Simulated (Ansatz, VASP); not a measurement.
**Sn in VASP and in Ansatz**

```xyz
1
Lattice="-1.7265 1.7755 2.3383 1.7265 -1.7755 2.3383 1.7265 1.7755 -2.3383" Properties=species:S:1:pos:R:3 pbc="T T T"
Sn    0.0000    0.0000    0.0000
```

Alike in both runs: task single point; functional LDA; k mesh 12 × 12 × 12; occupations fermi-dirac, width 0.1 eV; no spin polarisation.

|  | VASP | Ansatz |
| --- | --- | --- |
| version | VASP 6.6.1 | Ansatz 0.2.0 |
| potentials or method | VASP PAW LDA potentials, release 64 (Sn_d), cutoff 520 eV | plane waves, PAW |
| valence electrons in the cell | 14 | 14 |

```csv
,VASP,Ansatz,Ansatz less VASP
pressure (GPa),-4.8,-4.8,+0.04
"traceless stress, the component that is largest in VASP (GPa)",0.37,0.37,+0.001
```

LDA's correlation is that of Perdew and Zunger in VASP and of Perdew and Wang (1992) in Ansatz.
